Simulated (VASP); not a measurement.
Write the native input for VASP 6.6.1 that does the following.

| Property | Result |
| --- | --- |
| Task | single point |
| Functional | r2SCAN |
| Potentials or basis | VASP PAW PBE potentials, release 64 (Ni) |
| Cutoff | 520 eV |
| k mesh | 13 × 13 × 13 |
| Occupations | methfessel-paxton, width 0.0173 eV |
| Spin | no spin polarisation |
| Dipole correction | no |
| Further INCAR settings | ALGO = Normal; EDIFF = 1e-06; NBANDS = 11 |

Crystal: Ni.

```
Ni
1.0
     0.00000    1.70472    1.70472
     1.70472    0.00000    1.70472
     1.70472    1.70472    0.00000
Ni
1
Direct
  0.00000 0.00000 0.00000
```

One way to write it, as run:

POSCAR

```
Ni
1.0
    0.0000000000      1.7047240000      1.7047240000
    1.7047240000      0.0000000000      1.7047240000
    1.7047240000      1.7047240000      0.0000000000
Ni
1
Direct
    0.0000000000      0.0000000000      0.0000000000
```

INCAR.step1

```
PREC = Accurate ; ENCUT = 520
ISMEAR = 1 ; SIGMA = 0.0173
LREAL = F ; LASPH = T
NELM = 60 ; NBANDS = 11
GGA = PE ; ALGO = Normal
EDIFF = 1E-4 ; LWAVE = T
LCHARG = F
```

INCAR.step2

```
PREC = Accurate ; ENCUT = 520
EDIFF = 1E-6 ; ISMEAR = 1
SIGMA = 0.0173 ; LREAL = F
LASPH = T ; NELM = 60
ALGO = Normal ; ISIF = 2
LWAVE = F ; LCHARG = F
METAGGA = R2SCAN ; LMIXTAU = T
NBANDS = 11 ; ISTART = 1
```

KPOINTS

```
regular mesh
0
Gamma
  13 13 13
```

Potentials or basis: VASP PAW PBE potentials, release 64 (Ni).

Launch:

```sh
$ cat potpaw_PBE.64/Ni/POTCAR > POTCAR
$ cp INCAR.step1 INCAR
$ mpirun -np 1 vasp_std > vasp.out
$ cp INCAR.step2 INCAR
$ mpirun -np 1 vasp_std > vasp.out
```

It gave:

```json
{
 "Pressure": "12.6 GPa",
 "Band gap on the k mesh": "zero (band 5 reaches 10.57 eV, above the bottom of band 6 at 9.38 eV)"
}
```

Caveat: the PAW data sets were made with another functional, which shifts forces and pressure a little; the run has no spin polarisation, though such a crystal can be magnetic.

Wall time 15 s on 1 thread of Intel(R) Xeon(R) 6975P-C (Granite Rapids), with other jobs on the host, peak memory 0.12 GiB.
